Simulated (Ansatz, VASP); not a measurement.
Two plane-wave programs on Ni

The input POSCAR:

```
Ni
1.0
    2.4149374515      0.0000000000      0.0000000000
   -1.2074687258      2.0913971816      0.0000000000
    0.0000000000      0.0000000000      4.0177628822
Ni
2
Direct
    0.6666666667      0.3333333333      0.7500000000
    0.3333333333      0.6666666667      0.2500000000
```

The input INCAR.step1:

```
SYSTEM = Ni
ALGO = Normal
EDIFF = 1E-5
ENCUT = 650
GGA = PE
GGA_COMPAT = .False.
ISMEAR = -1
ISPIN = 2
LASPH = .True.
LCHARG = .False.
LMAXMIX = 4
LREAL = .False.
LWAVE = .True.
MAGMOM = 1 1
NBANDS = 29
NELM = 200
PREC = Accurate
SIGMA = 0.05
```

Contents of INCAR.step2:

```
SYSTEM = Ni
ALGO = Normal
EDIFF = 1E-6
ENCUT = 650
GGA_COMPAT = .False.
ISIF = 2
ISMEAR = -1
ISPIN = 2
ISTART = 1
LASPH = .True.
LCHARG = .True.
LELF = .True.
LMAXMIX = 4
LMIXTAU = .True.
LORBIT = 11
LREAL = .False.
LVHAR = .True.
LWAVE = .False.
MAGMOM = 1 1
METAGGA = R2SCAN
NBANDS = 29
NELM = 200
PREC = Accurate
SIGMA = 0.05
```

File KPOINTS:

```
k-points
0
Gamma
  12 12 7
  0 0 0
```

The input input.yaml:

```yaml
crystal:
  lattice:
    - [2.4149374515, 0.0, 0.0]
    - [-1.2074687258, 2.0913971816, 0.0]
    - [0.0, 0.0, 4.0177628822]
  atoms:
    - { symbol: Ni, position: [0.6666666667, 0.3333333333, 0.75], spin: 1.0 }
    - { symbol: Ni, position: [0.3333333333, 0.6666666667, 0.25], spin: 1.0 }
hamiltonian:
  xc: r2scan
  pseudopotentials: { kind: paw }
magnetization:
  spin_polarized: true
kpoints:
  mp_grid: { grid: [12, 12, 7] }
scf:
  occupations: { method: fermi_dirac, width: 0.05 }
output:
  forces: true
  stress: true
  eigenvalues: true
  write_density: true
  write_potential: true
  elf: true
  volumetric_format: npy
```

Alike in both runs: task single point; functional r2SCAN; k mesh 12 × 12 × 7; occupations fermi-dirac, width 0.05 eV; collinear spin.

|  | VASP | Ansatz |
| --- | --- | --- |
| version | VASP 6.6.1 | Ansatz 0.2.0 |
| potentials or method | VASP PAW PBE potentials, release 64 (Ni_sv_GW) | Ansatz PAW |
| plane-wave cutoff (eV) | 650 | 500 |
| valence electrons in the cell | 36 | 36 |

```csv
,VASP,Ansatz,Ansatz less VASP
gap on the k mesh at the Fermi level (eV),none,none,-
pressure (GPa),5.5,9.1,+3.60
"traceless stress, the component that is largest in VASP (GPa)",-0.80,-1.11,-0.316
net moment per atom (μB),0.73,0.72,-0.005
size of the moment on the site where the two differ most (μB),0.79,0.78,-0.005
```

VASP's potentials were made for PBE, not for r2SCAN. Site moments also hang on the region over which each program counts them. A gap of «none» marks a metal or a gap that the smearing closes.

Noted on Ansatz's run: the magnetic or orbital state may not be the lowest.
